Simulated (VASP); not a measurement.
## Nb: single point with PBEsol

Crystal: Nb.

```xyz
1
Lattice="-1.6983 1.6983 1.5974 1.6983 -1.6983 1.5974 1.6983 1.6983 -1.5974" Properties=species:S:1:pos:R:3 pbc="T T T"
Nb    0.0000    0.0000    0.0000
```

- Program: VASP 6.6.1
- Task: single point
- Functional: PBEsol
- Potentials or basis: VASP PAW PBE potentials, release 64 (Nb_sv)
- Cutoff: 500 eV
- k mesh: 11 × 11 × 11
- Occupations: fermi-dirac, width 0.05 eV
- Spin: no spin polarisation
- Dipole correction: no
- Further INCAR settings: ALGO = Normal; EDIFF = 1e-06; NBANDS = 12

* Pressure: -8.1 GPa

Stress tensor (GPa, compression positive):
```
-9.68  0.00  0.00
 0.00 -9.68  0.00
 0.00  0.00 -4.88
```

Levels at points of the mesh, in eV from the Fermi level:
| k point | band 4 | band 5 | band 6 | band 7 | band 8 | band 9 |
| --- | --- | --- | --- | --- | --- | --- |
| (0.00, 0.00, 0.00) | -29.65 | -5.91 | -0.04 | 0.65 | 0.65 | 2.72 |

Run time: 8.5 s on 1 thread of Intel(R) Xeon(R) 6975P-C (Granite Rapids), with other jobs on the host, peak memory 0.15 GiB.

Caveat: the PAW data sets were made with another functional, which shifts forces and pressure a little.
